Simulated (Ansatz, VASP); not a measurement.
Two plane-wave programs on Co

File INCAR:

```
ALGO     = Normal         # electronic algorithm
EDIFF    = 1E-6           # SCF threshold, eV
ENCUT    = 520            # plane-wave cutoff, eV
GGA      = PE             # functional
ISIF     = 2              # what is computed and relaxed
ISMEAR   = -1             # smearing method
LASPH    = True           # aspherical terms in the spheres
LCHARG   = False          # write CHGCAR
LREAL    = False          # projectors in reciprocal space
LWAVE    = False          # write WAVECAR
NBANDS   = 16             # bands
NELM     = 80             # most SCF steps
PREC     = Accurate       # precision mode
SIGMA    = 0.1            # smearing width, eV
```

File KPOINTS:

```
k-points
0
Gamma
  5 5 3
```

Contents of POSCAR:

```
Co
1.0
    2.4583936733      0.0000000000      0.0000000000
   -1.2291968366      2.1290313736      0.0000000000
    0.0000000000      0.0000000000      3.9606917934
Co
2
Direct
    0.3333333333      0.6666666667      0.2500000000
    0.6666666667      0.3333333333      0.7500000000
```

Input for Ansatz:

```yaml
crystal:
  lattice:
    - [2.4583936733, 0.0, 0.0]
    - [-1.2291968366, 2.1290313736, 0.0]
    - [0.0, 0.0, 3.9606917934]
  atoms:
    - { symbol: Co, position: [0.3333333333, 0.6666666667, 0.25] }
    - { symbol: Co, position: [0.6666666667, 0.3333333333, 0.75] }
hamiltonian:
  xc: pbe
  pseudopotentials:
    kind: paw
    azcp:
      Co: "pseudopotentials/Co.paw.azcp"
basis:
  ecutwfc: 420
  fft_grid_basis: typed
kpoints:
  mp_grid: { grid: [5, 5, 3], shift: [0, 0, 0] }
magnetization:
  spin_polarized: false
scf:
  occupations: { method: fermi_dirac, width: 0.1 }
  lower_state_search: "off"
output:
  stress: true
```

Alike in both runs: task single point; functional PBE; k mesh 5 × 5 × 3; occupations fermi-dirac, width 0.1 eV; no spin polarisation.

|  | VASP | Ansatz |
| --- | --- | --- |
| version | VASP 6.6.1 | Ansatz 0.2.0 |
| potentials or method | VASP PAW PBE potentials, release 64 (Co), cutoff 520 eV | plane waves (420 eV) with PAW, scalar-relativistic |
| valence electrons in the cell | 18 | 34 |

```tsv
	VASP	Ansatz	Ansatz less VASP
pressure (GPa)	0.3	1.0	+0.66
traceless stress, the component that is largest in VASP (GPa)	-1.99	-1.29	+0.696
```

VASP's potentials hold 18 valence electrons a cell and Ansatz's 34, so a difference there can come from the potentials and not from the codes.

The k mesh is coarse, so the values compare programs but aren't converged.
